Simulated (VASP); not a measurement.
# Al (Im-3m) in VASP: single point with LDA

Aim: the single point of Al with LDA.

Everything below comes from runs of VASP 6.6.1. Logs are shortened: lines on timing, memory, paths and dates and some standing lists are left out, and cuts for length are marked.

**1. The cell of the first run**

It takes space group Im-3m (No. 229, cubic). The conventional cell has a = 3.189 Å, b = 3.189 Å, c = 3.189 Å, α = 90.00°, β = 90.00°, γ = 90.00°. Within 3.6 Å of Al (site symmetry m-3m) lie 14 Al at 2.76 to 3.19 Å.

**2. Single point, LDA**

INCAR

```
SYSTEM = Al
PREC     = Accurate       ! precision mode
ENCUT    = 520            ! plane-wave cutoff, eV
EDIFF    = 1E-7           ! SCF threshold, eV
ISMEAR   = -1             ! smearing method
SIGMA    = 0.13605693000000002 ! smearing width, eV
LREAL    = .False.        ! projectors in reciprocal space
LASPH    = .True.         ! aspherical terms in the spheres
NELM     = 80             ! most SCF steps
ALGO     = Normal         ! electronic algorithm
ISIF     = 2              ! what is computed and relaxed
LWAVE    = .False.        ! write WAVECAR
LCHARG   = .False.        ! write CHGCAR
GGA      = CA             ! functional
NBANDS   = 8              ! bands
```

KPOINTS

```
Automatic mesh
0
Gamma
  14 14 14
  0 0 0
```

POSCAR

```
Al
1.0
   -1.5947090857      1.5947090857      1.5947090857
    1.5947090857     -1.5947090857      1.5947090857
    1.5947090857      1.5947090857     -1.5947090857
Al
1
Direct
    0.0000000000      0.0000000000      0.0000000000
```

Potentials or basis: VASP PAW LDA potentials, release 64 (Al).

Started as:

```bash
$ cat potpaw_LDA.64/Al/POTCAR > POTCAR
$ mpirun -np 1 vasp_std > vasp.out
```

OUTCAR:

```text
SYSTEM = Al
   PREC = Accurate
   ENCUT = 520
   EDIFF = 1E-7
   ISMEAR = -1
   LREAL = .False.
   LASPH = .True.
   NELM = 80
   ISIF = 2
   GGA = CA

 ion  position               nearest neighbor table
   1  0.000  0.000  0.000-

  LATTYP: Found a body centered cubic cell.
 ALAT       =     3.1894181714

  Lattice vectors:

 A1 = (  -1.5947090857,   1.5947090857,   1.5947090857)
 A2 = (   1.5947090857,  -1.5947090857,   1.5947090857)
 A3 = (   1.5947090857,   1.5947090857,  -1.5947090857)

Analysis of symmetry for initial positions (statically):
=====================================================================
 Subroutine PRICEL returns:
 Original cell was already a primitive cell.

 Routine SETGRP: Setting up the symmetry group for a
 body centered cubic supercell.

 Subroutine GETGRP returns: Found 48 space group operations
 (whereof 48 operations were pure point group operations)
 out of a pool of 48 trial point group operations.

The static configuration has the point symmetry O_h .

Analysis of symmetry for dynamics (positions and initial velocities):
=====================================================================
 Subroutine PRICEL returns:
 Original cell was already a primitive cell.

 Routine SETGRP: Setting up the symmetry group for a
 body centered cubic supercell.

 Subroutine GETGRP returns: Found 48 space group operations
 (whereof 48 operations were pure point group operations)
 out of a pool of 48 trial point group operations.

The dynamic configuration has the point symmetry O_h .

 Subroutine INISYM returns: Found 48 space group operations
 (whereof 48 operations are pure point group operations),
 and found     1 'primitive' translations

----------------------------------------------------------------------------------------

                                     Primitive cell

  volume of cell :      16.2220

  direct lattice vectors                    reciprocal lattice vectors
    -1.594709086  1.594709086  1.594709086     0.000000000  0.313536810  0.313536810
     1.594709086 -1.594709086  1.594709086     0.313536810  0.000000000  0.313536810
     1.594709086  1.594709086 -1.594709086     0.313536810  0.313536810  0.000000000

  length of vectors
     2.762117160  2.762117160  2.762117160     0.443408009  0.443408009  0.443408009

  position of ions in fractional coordinates (direct lattice)
     0.000000000  0.000000000  0.000000000

  ion indices of the primitive-cell ions
   primitive index   ion index
                 1           1

----------------------------------------------------------------------------------------

 KPOINTS: Automatic mesh

Automatic generation of k-mesh.
 Grid dimensions read from file:
 generate k-points for:   14   14   14

 Generating k-lattice:

  Cartesian coordinates                     Fractional coordinates (reciprocal lattice)
     0.000000000  0.022395486  0.022395486     0.071428571  0.000000000  0.000000000
     0.022395486  0.000000000  0.022395486     0.000000000  0.071428571  0.000000000
     0.022395486  0.022395486  0.000000000     0.000000000  0.000000000  0.071428571

  Length of vectors
     0.031672001  0.031672001  0.031672001

  Shift w.r.t. Gamma in fractional coordinates (k-lattice)
     0.000000000  0.000000000  0.000000000

 Subroutine IBZKPT returns following result:
 ===========================================

 Found    104 irreducible k-points:

 Following reciprocal coordinates:
            Coordinates               Weight
  0.000000  0.000000  0.000000      1.000000
  0.071429  0.000000  0.000000     12.000000
  0.142857  0.000000  0.000000     12.000000
  0.214286  0.000000  0.000000     12.000000
  0.285714  0.000000  0.000000     12.000000
  0.357143  0.000000  0.000000     12.000000
[... 16 lines left out ...]
  0.285714  0.285714  0.000000     24.000000
  0.357143  0.285714 -0.000000     24.000000
 [... further k-points ...]
   k-points           NKPTS =    104   k-points in BZ     NKDIM =    104   number of bands    NBANDS=      8
   number of dos      NEDOS =    301   number of ions     NIONS =      1
   total plane-waves  NPLWV =  13824
   dimension x,y,z NGX =    24 NGY =   24 NGZ =   24
   dimension x,y,z NGXF=    48 NGYF=   48 NGZF=   48
   ions per type =               1
   NGX,Y,Z   is equivalent  to a cutoff of  14.45, 14.45, 14.45 a.u.
   NGXF,Y,Z  is equivalent  to a cutoff of  28.89, 28.89, 28.89 a.u.
 SYSTEM =  Al
   PREC   = accura    normal or accurate (medium, high low for compatibility)
   ISTART =      0    job   : 0-new  1-cont  2-samecut
   ICHARG =      2    charge: 1-file 2-atom 10-const
   ISPIN  =      1    spin polarized calculation?
   LNONCOLLINEAR =      F non collinear calculations
   LSORBIT =      F    spin-orbit coupling
   LASPH  =      T    aspherical Exc in radial PAW
   ENCUT  =  520.0 eV  38.22 Ry    6.18 a.u.   5.14  5.14  5.14*2*pi/ulx,y,z
   NELM   =     80;   NELMIN=  2; NELMDL= -5     # of ELM steps
   EDIFF  = 0.1E-06   stopping-criterion for ELM
   LREAL  =      F    real-space projection
   EDIFFG = 0.1E-05   stopping-criterion for IOM
   NSW    =      0    number of steps for IOM
   IBRION =     -1    ionic relax: 0-MD 1-quasi-New 2-CG
   NFREE  =      0    steps in history (QN), initial steepest desc. (CG)
   ISIF   =      2    stress and relaxation
   ISYM   =      2    0-nonsym 1-usesym 2-fastsym
   POTIM  = 0.5000    time-step for ionic-motion
   TEBEG  =    0.0;   TEEND  =   0.0 temperature during run
   PSTRESS=    0.0 pullay stress
   NELECT =       3.0000    total number of electrons
   NUPDOWN=      -1.0000    fix difference up-down
   EMIN   =  10.00;   EMAX   =-10.00  energy-range for DOS
   EFERMI =   0.00;   METHOD = LEGACY
   ISMEAR =    -1;   SIGMA  =   0.14  broadening in eV -4-tet -1-fermi 0-gaus
   EFERMI_NEDOS =   21; number of points for ismear=-14 and -15
   IALGO  =     38    algorithm
   IMIX   =      4    mixing-type and parameters
     AMIX     =   0.40;   BMIX     =  1.00
     AMIX_MAG =   1.60;   BMIX_MAG =  1.00
  volume/ion in A,a.u.               =      16.22       109.47
  Fermi-wavevector in a.u.,A,eV,Ry     =   0.932711  1.762568 11.836387  0.869950
  Thomas-Fermi vector in A             =   2.059337
   LORBIT       =      0    0 simple, 1 ext, 2 COOP (PROOUT), +10 PAW based schemes
   GGA     = CA    functional components
   LHFCALC =     F    Hartree Fock is set to
   AEXX    =    0.0000 exact exchange contribution
   IVDW    =     0    specifies the selected vdW correction
   LEPSILON=     F    determine dielectric tensor
   LRPA    =     F    only Hartree local field effects (RPA)
 non-spin polarized calculation
  energy-cutoff  :      520.00
  volume of cell :       16.22
 maximum number of plane-waves:       466
 NGX is ok and might be reduce to    24
   NGX = 11   NGY = 11   NGZ = 11

 number of electron       3.0000000 magnetization

 Free energy of the ion-electron system (eV)
  ---------------------------------------------------
  ext. energy  EPLUGINS =         0.00000000
  ---------------------------------------------------
  free energy    TOTEN  =        -4.10752417 eV

  energy without entropy =       -4.08411565  energy(sigma->0) =       -4.09581991

 E-fermi :   7.9695     XC(G=0): -10.4101

 val. band max:        7.7637307944   @ k =   0.2857   0.1429   0.0714
 cond. band min:       7.9922268676   @ k =   0.2857   0.2857   0.0000
 fundamental gap:      0.2284960731
 Fermi energy:         7.9694744834

 k-point     1 :       0.0000    0.0000    0.0000
  band No.  band energies     occupation
      1      -3.2436      2.00000
      2      21.2659      0.00000
      3      21.2659      0.00000
      4      21.2659      0.00000
      5      22.6458      0.00000
      6      22.6458      0.00000
      7      22.6458      0.00000
      8      24.3855      0.00000

 k-point     2 :       0.0714    0.0000    0.0000
  band No.  band energies     occupation
      1      -3.0955      2.00000
      2      19.5350      0.00000
      3      20.2671      0.00000
      4      20.7000      0.00000
      5      22.0954      0.00000
      6      23.2242      0.00000
      7      23.4570      0.00000
      8      23.8896      0.00000

 k-point     3 :       0.1429    0.0000    0.0000
  band No.  band energies     occupation
      1      -2.6520      2.00000
      2      16.6627      0.00000
      3      19.0270      0.00000
      4      19.5786      0.00000
      5      21.0276      0.00000
      6      22.2077      0.00000
      7      24.2606      0.00000
      8      24.7135      0.00000

 k-point     4 :       0.2143    0.0000    0.0000
  band No.  band energies     occupation
      1      -1.9160      2.00000
      2      13.7161      0.00000
      3      17.9874      0.00000
      4      18.4611      0.00000
      5      19.9902      0.00000
      6      21.3019      0.00000
      7      25.2143      0.00000
      8      25.2641      0.00000

 k-point     5 :       0.2857    0.0000    0.0000
  band No.  band energies     occupation
      1      -0.8921      2.00000
      2      10.9164      0.00000
      3      17.1770      0.00000
      4      17.5301      0.00000
      5      19.1390      0.00000
      6      20.5360      0.00000
      7      26.0429      0.00000
      8      26.3474      0.00000
[... 177 lines left out ...]
 k-point    22 :       0.3571    0.2143    0.0000
  band No.  band energies     occupation
      1       3.8186      2.00000
      2       5.8394      2.00000
      3       9.7407      0.00000
      4      15.4121      0.00000
      5      21.3454      0.00000
      6      24.4511      0.00000
      7      25.9015      0.00000
      8      28.3256      0.00000

 k-point    23 :       0.2857    0.2857    0.0000
  band No.  band energies     occupation
      1       3.6857      2.00000
      2       7.3331      1.98156
      3       7.9922      0.91658
      4      15.2936      0.00000
      5      22.7769      0.00000
      6      23.1375      0.00000
      7      26.1048      0.00000
      8      29.6787      0.00000

 k-point    24 :       0.3571    0.2857   -0.0000
  band No.  band energies     occupation
      1       5.2747      2.00000
      2       5.7369      2.00000
      3       7.6070      1.86974
      4      15.1685      0.00000
      5      22.8345      0.00000
      6      24.4897      0.00000
      7      24.5466      0.00000
      8      30.2795      0.00000

 [... further k-points ...]
[... 5 lines left out ...]
  --------------------------------------------------------------------------------------
  -------------------------------------------------------------------------------------
  Total        0.0155886      0.0155886      0.0155886     -0.0000000      0.0000000     -0.0000000
  in kB        1.5396151      1.5396151      1.5396151     -0.0000000      0.0000000     -0.0000000
  external PRESSURE =       1.5396151 kB  Pullay stress =       0.0000000 kB

 VOLUME and BASIS-vectors are now :
 -----------------------------------------------------------------------------
  energy-cutoff  :      520.00
  volume of cell :       16.22
      direct lattice vectors                 reciprocal lattice vectors
    -1.594709086  1.594709086  1.594709086     0.000000000  0.313536810  0.313536810
     1.594709086 -1.594709086  1.594709086     0.313536810  0.000000000  0.313536810
     1.594709086  1.594709086 -1.594709086     0.313536810  0.313536810  0.000000000

 POSITION                                       TOTAL-FORCE (eV/Angst)
 -----------------------------------------------------------------------------------
      0.00000      0.00000      0.00000        -0.000000      0.000000     -0.000000
 -----------------------------------------------------------------------------------
    total drift:                                0.000000     -0.000000     -0.000000

  FREE ENERGIE OF THE ION-ELECTRON SYSTEM (eV)
  ---------------------------------------------------
  free  energy   TOTEN  =        -4.1075241662 eV

  energy  without entropy=       -4.0841156473  energy(sigma->0) =       -4.09581991
```

Run time: 4.3 s. Hardware: 1 thread of Intel Xeon Platinum 8488C (Sapphire Rapids), shared host; peak memory 0.12 GiB.

Results:

* Free energy: -4.1075 eV
* Pressure: 0.2 GPa

Levels at points of the mesh, in eV from the Fermi level:
```tsv
k point	band 1	band 2	band 3	band 4
(0.00, 0.00, 0.00)	-11.21	13.30	13.30	13.30
(0.50, 0.00, 0.00)	-4.34	-3.89	8.17	8.32
(0.50, 0.50, 0.50)	1.87	1.87	1.87	3.03
```
